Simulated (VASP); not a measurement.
Here is a VASP 6.6.1 calculation.

POSCAR

```
Ta2C
1.0
    2.9894466313      0.0000000000      0.0000000000
   -1.4947233157      2.5889367259      0.0000000000
    0.0000000000      0.0000000000      4.7654290115
Ta C
2 1
Direct
    0.3333333333      0.6666666667      0.2587383375
    0.6666666667      0.3333333333      0.7412616625
    0.0000000000      0.0000000000      0.0000000000
```

The input INCAR.step1:

```
PREC = Accurate
ENCUT = 520
ISMEAR = 0
SIGMA = 0.1
LREAL = F
LASPH = T
NELM = 60
NBANDS = 20
GGA = PE
ALGO = Normal
EDIFF = 1E-4
LWAVE = T
LCHARG = F
```

The input INCAR.step2:

```
PREC = Accurate
ENCUT = 520
EDIFF = 1E-6
ISMEAR = 0
SIGMA = 0.1
LREAL = F
LASPH = T
NELM = 60
ALGO = Normal
ISIF = 2
LWAVE = F
LCHARG = T
METAGGA = R2SCAN
LMIXTAU = T
LELF = T
LVHAR = T
NBANDS = 20
ISTART = 1
```

File KPOINTS:

```
Automatic mesh
0
Gamma
  18 18 8
```

Potentials or basis: VASP PAW PBE potentials, release 64 (Ta_pv, C).

The run is started by

```bash
$ cat potpaw_PBE.64/Ta_pv/POTCAR potpaw_PBE.64/C/POTCAR > POTCAR
$ cp INCAR.step1 INCAR
$ mpirun -np 1 vasp_std > vasp.out
$ cp INCAR.step2 INCAR
$ mpirun -np 1 vasp_std > vasp.out
```

Problem. What does it give for the largest force?

Solution. 0.061 eV/Å.

Problem. Estimate the band gap on the k mesh.

Solution. Zero (bands 13 and 14 overlap by 0.85 eV).

Problem. What does it give for the pressure?

Solution. 41.4 GPa.

Forces on the atoms (eV/Å):
```
Ta   0.000  0.000  0.061
Ta   0.000  0.000 -0.061
C    0.000  0.000  0.000
```

Caveat: the cell stands under pressure; the PAW data sets were made with another functional, which shifts forces and pressure a little; spin-orbit coupling is left out, which moves the levels of the heavy elements.
